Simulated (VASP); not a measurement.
## Cr: single point with PBEsol

Cr:

```
Cr
1.0
     2.42181    0.00000    0.00000
    -1.21091    2.09735    0.00000
     0.00000    0.00000    4.29996
Cr
2
Direct
  0.33333 0.66667 0.25000
  0.66667 0.33333 0.75000
```

This isn't the form of Cr at room conditions, which is bcc.

| Item | Value |
| --- | --- |
| Program | VASP 6.6.1 |
| Task | single point |
| Functional | PBEsol |
| Potentials or basis | VASP PAW PBE potentials, release 64 (Cr_pv) |
| Cutoff | 520 eV |
| k mesh | 19 × 19 × 10 |
| Occupations | fermi-dirac, width 0.1 eV |
| Spin | collinear spin, ferromagnetic start |
| Starting moments | [2.0, 2.0] μB |

The pressure is 14.1 GPa, the band gap on the k mesh is zero (filled and empty bands overlap) and the net moment is 0.00 μB per cell. The valence electrons inside the program's atomic spheres are Cr 11.21.

Levels at points of the mesh, in eV from the Fermi level:
Spin up:
```
           k point  band 9  band 10  band 11  band 12  band 13  band 14  band 15  band 16
(0.00, 0.00, 0.00)   -1.30    -0.43    -0.43    -0.05    -0.03    -0.03     1.14     1.14
(0.00, 0.00, 0.50)   -1.73    -1.73    -0.40    -0.40    -0.40    -0.40     2.00     2.00
```
Spin down:
```csv
k point,band 10,band 11,band 12,band 13,band 14,band 15
"(0.00, 0.00, 0.00)",-0.43,-0.43,-0.05,-0.03,-0.03,1.14
"(0.00, 0.00, 0.50)",-1.73,-0.40,-0.40,-0.40,-0.40,2.00
```

Run time: 2.1 min on 1 thread of Oxide Virtual Turin-like Processor, with other jobs on the host, peak memory 0.22 GiB.

Caveat: the cell stands under pressure; an empty level that is flat over the whole mesh can mark a ghost state of the potentials, or a narrow d or f band; the moments typed at the start vanished in this run; the PAW data sets were made with another functional, which shifts forces and pressure a little.
